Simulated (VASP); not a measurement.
A run of VASP 6.6.1 is set up as follows.

Contents of POSCAR:

```
Pd
1.0
    0.0000000000      1.9959240255      1.9959240255
    1.9959240255      0.0000000000      1.9959240255
    1.9959240255      1.9959240255      0.0000000000
Pd
1
Direct
    0.0000000000      0.0000000000      0.0000000000
```

File INCAR.step1:

```
SYSTEM = Pd
ALGO = Normal
EDIFF = 1E-5
ENCUT = 520
GGA = PE
ISIF = 2
ISMEAR = -1
LASPH = .TRUE.
LREAL = .FALSE.
LWAVE = .TRUE.
NBANDS = 11
NELM = 80
PREC = Accurate
SIGMA = 0.1
```

INCAR.step2

```
SYSTEM = Pd
ALGO = Normal
EDIFF = 1E-6
ENCUT = 520
GGA = PE
HFSCREEN = 0.2079
ISIF = 2
ISMEAR = -1
ISTART = 1
LASPH = .TRUE.
LCHARG = .TRUE.
LELF = .TRUE.
LHFCALC = .TRUE.
LREAL = .FALSE.
LVHAR = .TRUE.
LWAVE = .FALSE.
NBANDS = 11
NELM = 80
PREC = Accurate
PRECFOCK = Normal
SIGMA = 0.1
```

The input KPOINTS:

```
k-points
0
G
  6 6 6
  0 0 0
```

Potentials or basis: VASP PAW PBE potentials, release 64 (Pd).

Command:

```console
$ cat potpaw_PBE.64/Pd/POTCAR > POTCAR
$ cp INCAR.step1 INCAR
$ mpirun -np 1 vasp_std > vasp.out
$ cp INCAR.step2 INCAR
$ mpirun -np 1 vasp_std > vasp.out
```

(1) Estimate the pressure.

(2) Predict the band gap on the k mesh.

Results:

(1) -9.5 GPa.

(2) zero (bands 5 and 6 overlap by 2.00 eV).

Caveat: the k points lie up to 0.45 Å⁻¹ apart, too coarse for converged energies and pressures of a metal; the PAW data sets were made with another functional, which shifts forces and pressure a little.
